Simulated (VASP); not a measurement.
# TiHg (P4/mmm) in VASP: single point with LDA

Aim: the single point of TiHg with LDA.

All numbers are computed with VASP 6.6.1; they aren't measurements. Logs are shortened: lines on timing, memory, paths and dates and some standing lists are left out, and cuts for length are marked.

## 1. The cell of the first run

The structure is tetragonal, space group P4/mmm (No. 123). The conventional cell has a = 3.009 Å, b = 3.009 Å, c = 4.041 Å, α = 90.00°, β = 90.00°, γ = 90.00°. Within 3.9 Å of Ti (site symmetry 4/mmm) lie 8 Hg at 2.93 Å and 4 Ti at 3.01 Å. Hg (site symmetry 4/mmm) has 8 Ti at 2.93 Å and 4 Hg at 3.01 Å within 3.9 Å.

## 2. Single point, LDA

INCAR

```
SYSTEM = TiHg
PREC = Accurate
ENCUT = 520
EDIFF = 1E-7
ISMEAR = -1
SIGMA = 0.08
LREAL = .False.
LASPH = .True.
NELM = 60
ALGO = Normal
ISIF = 2
LWAVE = .False.
LCHARG = .False.
GGA = CA
NBANDS = 19
```

KPOINTS

```
Automatic mesh
0
Gamma
  14 14 10
  0 0 0
```

POSCAR

```
TiHg
1.0
    3.0090000000      0.0000000000      0.0000000000
    0.0000000000      3.0090000000      0.0000000000
    0.0000000000      0.0000000000      4.0410000000
Ti Hg
1 1
Direct
    0.5000000000      0.5000000000      0.5000000000
    0.0000000000      0.0000000000      0.0000000000
```

Potentials or basis: VASP PAW LDA potentials, release 64 (Ti_sv, Hg).

On the command line:

```sh
$ cat potpaw_LDA.64/Ti_sv/POTCAR potpaw_LDA.64/Hg/POTCAR > POTCAR
$ mpirun -np 1 vasp_std > vasp.out
```

OUTCAR:

```text
SYSTEM = TiHg
   PREC = Accurate
   ENCUT = 520
   EDIFF = 1E-7
   ISMEAR = -1
   LREAL = .False.
   LASPH = .True.
   NELM = 60
   ISIF = 2
   GGA = CA

 ion  position               nearest neighbor table
   1  0.500  0.500  0.500-   2 2.93   2 2.93   2 2.93   2 2.93   2 2.93   2 2.93   2 2.93   2 2.93

   2  0.000  0.000  0.000-   1 2.93   1 2.93   1 2.93   1 2.93   1 2.93   1 2.93   1 2.93   1 2.93

  LATTYP: Found a simple tetragonal cell.
 ALAT       =     3.0090000000
 C/A-ratio  =     1.3429710867

  Lattice vectors:

 A1 = (   3.0090000000,   0.0000000000,   0.0000000000)
 A2 = (   0.0000000000,   3.0090000000,   0.0000000000)
 A3 = (   0.0000000000,   0.0000000000,   4.0410000000)

Analysis of symmetry for initial positions (statically):
=====================================================================
 Subroutine PRICEL returns:
 Original cell was already a primitive cell.

 Routine SETGRP: Setting up the symmetry group for a
 simple tetragonal supercell.

 Subroutine GETGRP returns: Found 16 space group operations
 (whereof 16 operations were pure point group operations)
 out of a pool of 16 trial point group operations.

The static configuration has the point symmetry D_4h.

Analysis of symmetry for dynamics (positions and initial velocities):
=====================================================================
 Subroutine PRICEL returns:
 Original cell was already a primitive cell.

 Routine SETGRP: Setting up the symmetry group for a
 simple tetragonal supercell.

 Subroutine GETGRP returns: Found 16 space group operations
 (whereof 16 operations were pure point group operations)
 out of a pool of 16 trial point group operations.

The dynamic configuration has the point symmetry D_4h.

 Subroutine INISYM returns: Found 16 space group operations
 (whereof 16 operations are pure point group operations),
 and found     1 'primitive' translations

----------------------------------------------------------------------------------------

                                     Primitive cell

  volume of cell :      36.5875

  direct lattice vectors                    reciprocal lattice vectors
     3.009000000  0.000000000  0.000000000     0.332336324  0.000000000  0.000000000
     0.000000000  3.009000000  0.000000000     0.000000000  0.332336324  0.000000000
     0.000000000  0.000000000  4.041000000     0.000000000  0.000000000  0.247463499

  length of vectors
     3.009000000  3.009000000  4.041000000     0.332336324  0.332336324  0.247463499

  position of ions in fractional coordinates (direct lattice)
     0.500000000  0.500000000  0.500000000
     0.000000000  0.000000000  0.000000000

  ion indices of the primitive-cell ions
   primitive index   ion index
                 1           1
                 2           2

----------------------------------------------------------------------------------------

 KPOINTS: Automatic mesh

Automatic generation of k-mesh.
 Grid dimensions read from file:
 generate k-points for:   14   14   10

 Generating k-lattice:

  Cartesian coordinates                     Fractional coordinates (reciprocal lattice)
     0.023738309  0.000000000  0.000000000     0.071428571  0.000000000  0.000000000
     0.000000000  0.023738309  0.000000000     0.000000000  0.071428571  0.000000000
     0.000000000  0.000000000  0.024746350     0.000000000  0.000000000  0.100000000

  Length of vectors
     0.023738309  0.023738309  0.024746350

  Shift w.r.t. Gamma in fractional coordinates (k-lattice)
     0.000000000  0.000000000  0.000000000

 Subroutine IBZKPT returns following result:
 ===========================================

 Found    216 irreducible k-points:

 Following reciprocal coordinates:
            Coordinates               Weight
  0.000000  0.000000  0.000000      1.000000
  0.071429  0.000000  0.000000      4.000000
  0.142857  0.000000  0.000000      4.000000
  0.214286  0.000000  0.000000      4.000000
  0.285714  0.000000  0.000000      4.000000
  0.357143  0.000000  0.000000      4.000000
[... 16 lines left out ...]
  0.285714  0.214286  0.000000      8.000000
  0.357143  0.214286  0.000000      8.000000
 [... further k-points ...]
   k-points           NKPTS =    216   k-points in BZ     NKDIM =    216   number of bands    NBANDS=     19
   number of dos      NEDOS =    301   number of ions     NIONS =      2
   total plane-waves  NPLWV =  17280
   dimension x,y,z NGX =    24 NGY =   24 NGZ =   30
   dimension x,y,z NGXF=    48 NGYF=   48 NGZF=   60
   ions per type =               1   1
   NGX,Y,Z   is equivalent  to a cutoff of  13.26, 13.26, 12.34 a.u.
   NGXF,Y,Z  is equivalent  to a cutoff of  26.52, 26.52, 24.68 a.u.
 SYSTEM =  TiHg
   PREC   = accura    normal or accurate (medium, high low for compatibility)
   ISTART =      0    job   : 0-new  1-cont  2-samecut
   ICHARG =      2    charge: 1-file 2-atom 10-const
   ISPIN  =      1    spin polarized calculation?
   LNONCOLLINEAR =      F non collinear calculations
   LSORBIT =      F    spin-orbit coupling
   LASPH  =      T    aspherical Exc in radial PAW
   ENCUT  =  520.0 eV  38.22 Ry    6.18 a.u.   5.59  5.59  7.51*2*pi/ulx,y,z
   NELM   =     60;   NELMIN=  2; NELMDL= -5     # of ELM steps
   EDIFF  = 0.1E-06   stopping-criterion for ELM
   LREAL  =      F    real-space projection
   EDIFFG = 0.1E-05   stopping-criterion for IOM
   NSW    =      0    number of steps for IOM
   IBRION =     -1    ionic relax: 0-MD 1-quasi-New 2-CG
   NFREE  =      0    steps in history (QN), initial steepest desc. (CG)
   ISIF   =      2    stress and relaxation
   ISYM   =      2    0-nonsym 1-usesym 2-fastsym
   POTIM  = 0.5000    time-step for ionic-motion
   TEBEG  =    0.0;   TEEND  =   0.0 temperature during run
   PSTRESS=    0.0 pullay stress
   NELECT =      24.0000    total number of electrons
   NUPDOWN=      -1.0000    fix difference up-down
   EMIN   =  10.00;   EMAX   =-10.00  energy-range for DOS
   EFERMI =   0.00;   METHOD = LEGACY
   ISMEAR =    -1;   SIGMA  =   0.08  broadening in eV -4-tet -1-fermi 0-gaus
   EFERMI_NEDOS =   21; number of points for ismear=-14 and -15
   IALGO  =     38    algorithm
   IMIX   =      4    mixing-type and parameters
     AMIX     =   0.40;   BMIX     =  1.00
     AMIX_MAG =   1.60;   BMIX_MAG =  1.00
  volume/ion in A,a.u.               =      18.29       123.45
  Fermi-wavevector in a.u.,A,eV,Ry     =   1.422441  2.688023 27.529178  2.023338
  Thomas-Fermi vector in A             =   2.543144
   LORBIT       =      0    0 simple, 1 ext, 2 COOP (PROOUT), +10 PAW based schemes
   GGA     = CA    functional components
   LHFCALC =     F    Hartree Fock is set to
   AEXX    =    0.0000 exact exchange contribution
   IVDW    =     0    specifies the selected vdW correction
   LEPSILON=     F    determine dielectric tensor
   LRPA    =     F    only Hartree local field effects (RPA)
 non-spin polarized calculation
  energy-cutoff  :      520.00
  volume of cell :       36.59
 maximum number of plane-waves:      1015
 NGX is ok and might be reduce to    24
   NGX = 11   NGY = 11   NGZ = 15

 number of electron      24.0000000 magnetization

 Free energy of the ion-electron system (eV)
  ---------------------------------------------------
  ext. energy  EPLUGINS =         0.00000000
  ---------------------------------------------------
  free energy    TOTEN  =        -9.83435669 eV

  energy without entropy =       -9.77755260  energy(sigma->0) =       -9.80595465

 E-fermi :   6.2287     XC(G=0): -12.0726

 val. band max:        6.2274065246   @ k =   0.2857   0.0714   0.5000
 cond. band min:       6.2311536002   @ k =   0.4286   0.4286   0.1000
 fundamental gap:      0.0037470756
 Fermi energy:         6.2287395477

 k-point     1 :       0.0000    0.0000    0.0000
  band No.  band energies     occupation
      1     -50.1472      2.00000
      2     -26.9200      2.00000
      3     -26.5804      2.00000
      4     -26.5804      2.00000
      5      -3.1604      2.00000
      6      -2.3481      2.00000
[... 11 lines left out ...]
     18      14.8808      0.00000
     19      14.8808      0.00000

 k-point     2 :       0.0714    0.0000    0.0000
  band No.  band energies     occupation
      1     -50.1458      2.00000
      2     -26.9187      2.00000
      3     -26.5941      2.00000
      4     -26.5793      2.00000
      5      -3.0555      2.00000
      6      -2.2997      2.00000
[... 11 lines left out ...]
     18      14.5281      0.00000
     19      15.0837      0.00000

 k-point     3 :       0.1429    0.0000    0.0000
  band No.  band energies     occupation
      1     -50.1418      2.00000
      2     -26.9150      2.00000
      3     -26.6323      2.00000
      4     -26.5762      2.00000
      5      -2.7812      2.00000
      6      -2.1246      2.00000
[... 11 lines left out ...]
     18      14.1966      0.00000
     19      15.6584      0.00000

 k-point     4 :       0.2143    0.0000    0.0000
  band No.  band energies     occupation
      1     -50.1360      2.00000
      2     -26.9097      2.00000
      3     -26.6872      2.00000
      4     -26.5716      2.00000
      5      -2.4925      2.00000
      6      -1.6989      2.00000
[... 11 lines left out ...]
     18      14.0599      0.00000
     19      16.5308      0.00000

 k-point     5 :       0.2857    0.0000    0.0000
  band No.  band energies     occupation
      1     -50.1296      2.00000
      2     -26.9039      2.00000
      3     -26.7476      2.00000
      4     -26.5665      2.00000
      5      -2.3040      2.00000
      6      -1.4335      2.00000
[... 11 lines left out ...]
     18      13.9960      0.00000
     19      17.6249      0.00000
[... 334 lines left out ...]
      2     -26.8878      2.00000
      3     -26.8448      2.00000
      4     -26.6066      2.00000
      5      -1.6833      2.00000
      6      -1.6633      2.00000
[... 11 lines left out ...]
     18      15.2375      0.00000
     19      16.2375      0.00000

 k-point    22 :       0.2143    0.2143    0.0000
  band No.  band energies     occupation
      1     -50.1250      2.00000
      2     -26.8988      2.00000
      3     -26.6800      2.00000
      4     -26.6719      2.00000
      5      -1.6081      2.00000
      6      -1.5414      2.00000
[... 11 lines left out ...]
     18      12.0768      0.00000
     19      14.7706      0.00000

 k-point    23 :       0.2857    0.2143    0.0000
  band No.  band energies     occupation
      1     -50.1187      2.00000
      2     -26.8925      2.00000
      3     -26.7353      2.00000
      4     -26.6693      2.00000
      5      -1.5625      2.00000
      6      -1.3713      2.00000
[... 11 lines left out ...]
     18      12.6171      0.00000
     19      14.9252      0.00000

 k-point    24 :       0.3571    0.2143    0.0000
  band No.  band energies     occupation
      1     -50.1129      2.00000
      2     -26.8868      2.00000
      3     -26.7879      2.00000
      4     -26.6636      2.00000
      5      -1.5885      2.00000
      6      -1.5270      2.00000
[... 11 lines left out ...]
     18      13.4442      0.00000
     19      15.2831      0.00000

 [... further k-points ...]
[... 5 lines left out ...]
  --------------------------------------------------------------------------------------
  -------------------------------------------------------------------------------------
  Total       -1.3688610     -1.3688610     -1.2263956      0.0000000     -0.0000000      0.0000000
  in kB      -59.9427563    -59.9427563    -53.7041608      0.0000000     -0.0000000      0.0000000
  external PRESSURE =     -57.8632244 kB  Pullay stress =       0.0000000 kB

 VOLUME and BASIS-vectors are now :
 -----------------------------------------------------------------------------
  energy-cutoff  :      520.00
  volume of cell :       36.59
      direct lattice vectors                 reciprocal lattice vectors
     3.009000000  0.000000000  0.000000000     0.332336324  0.000000000  0.000000000
     0.000000000  3.009000000  0.000000000     0.000000000  0.332336324  0.000000000
     0.000000000  0.000000000  4.041000000     0.000000000  0.000000000  0.247463499

 POSITION                                       TOTAL-FORCE (eV/Angst)
 -----------------------------------------------------------------------------------
      1.50450      1.50450      2.02050         0.000000      0.000000      0.000000
      0.00000      0.00000      0.00000         0.000000      0.000000      0.000000
 -----------------------------------------------------------------------------------
    total drift:                                0.000000      0.000000     -0.000000

  FREE ENERGIE OF THE ION-ELECTRON SYSTEM (eV)
  ---------------------------------------------------
  free  energy   TOTEN  =        -9.8343566949 eV

  energy  without entropy=       -9.7775526026  energy(sigma->0) =       -9.80595465
```

It took 44 s on 1 thread of Intel Xeon Platinum 8559C (Emerald Rapids), shared host; peak memory 0.25 GiB.

What came out:

```
Free energy            : -9.8344 eV
Pressure               : -5.8 GPa
Band gap on the k mesh : zero (band 12 reaches 6.91 eV, above the bottom of band 13 at 5.80 eV)
```

Stress tensor (GPa, compression positive):
```
-5.99  0.00  0.00
 0.00 -5.99  0.00
 0.00  0.00 -5.37
```

Levels at points of the mesh, in eV from the Fermi level:
```csv
k point,band 8,band 9,band 10,band 11,band 12,band 13,band 14,band 15,band 16,band 17
"(0.00, 0.00, 0.00)",-7.02,-7.02,-6.53,-0.46,-0.31,1.26,1.93,1.93,2.44,7.46
"(0.50, 0.00, 0.00)",-7.20,-6.83,-3.76,-3.50,-1.06,-0.43,1.13,1.73,3.57,8.01
"(0.50, 0.50, 0.00)",-7.46,-5.81,-2.15,0.30,0.30,1.18,1.18,1.37,3.18,4.20
"(0.00, 0.00, 0.50)",-6.97,-6.52,-6.43,-4.64,-0.73,0.73,1.19,1.19,2.37,12.15
"(0.50, 0.00, 0.50)",-6.97,-6.88,-3.63,-1.70,-0.73,-0.26,1.60,1.93,1.96,3.59
"(0.50, 0.50, 0.50)",-6.71,-5.81,-2.07,-1.71,-1.71,1.22,1.59,3.19,5.76,5.76
```

Caveat: spin-orbit coupling is left out, which moves the levels of the heavy elements.
